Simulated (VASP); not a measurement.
Set up this calculation in VASP 6.6.1, as the native input.

| Quantity | Value |
| --- | --- |
| Task | relaxation of cell and atoms |
| Functional | PBE |
| Potentials or basis | VASP PAW PBE potentials, release 64 (Hf_pv, F) |
| Cutoff | 600 eV |
| k mesh | 8 × 8 × 8 |
| Occupations | gaussian, width 0.1 eV |
| Spin | no spin polarisation |
| Dipole correction | no |
| Further INCAR settings | ALGO = Normal; EDIFF = 1e-06; IBRION = 2; EDIFFG = -0.01; NSW = 100; ISIF = 3 |

The structure of Hf3F2 lies in POSCAR:

```
Hf3F2
1.0
    4.5378459313      0.0000000000      0.0000000000
    0.0000000000      4.5378459313      0.0000000000
    0.0000000000      0.0000000000      4.5378459313
Hf F
3 2
Direct
    0.5000000000      0.0000000000      0.0000000000
    0.0000000000      0.5000000000      0.0000000000
    0.0000000000      0.0000000000      0.5000000000
    0.0000000000      0.0000000000      0.0000000000
    0.5000000000      0.5000000000      0.5000000000
```

The cell was built from a structure type or drawn by symmetry, and may not be a known phase.

One way to write it, as run:

INCAR

```
SYSTEM = Hf3F2
ALGO = Normal
EDIFF = 1E-6
EDIFFG = -0.01
ENCUT = 600
GGA = PE
IBRION = 2
ISIF = 3
ISMEAR = 0
LASPH = .True.
LCHARG = .False.
LREAL = .False.
LWAVE = .False.
NELM = 80
NSW = 100
PREC = Accurate
SIGMA = 0.1
```

KPOINTS

```
k-points
0
Gamma
  8 8 8
  0 0 0
```

Potentials or basis: VASP PAW PBE potentials, release 64 (Hf_pv, F).

The run is started by

```console
$ cat potpaw_PBE.64/Hf_pv/POTCAR potpaw_PBE.64/F/POTCAR > POTCAR
$ mpirun -np 1 vasp_std > vasp.out
```

It gave:

- Relaxed volume: 18.26 Å³/atom
- Relaxed cell: a = 4.503 Å, b = 4.503 Å, c = 4.503 Å, α = 90.00°, β = 90.00°, γ = 90.00°
- Space group after relaxing (to 0.1 Å): Pm-3m (No. 221)
- Energy gained by relaxing: 2.4 meV/atom
- Ionic steps: 3
- Pressure after relaxing: 0.0 GPa
- Band gap on the k mesh: zero (bands 22 and 23 overlap by 2.33 eV)

Caveat: spin-orbit coupling is left out, which moves the levels of the heavy elements.

Wall time 4 min on 1 thread of Intel Xeon 8259CL (shared host), peak memory 0.27 GiB.
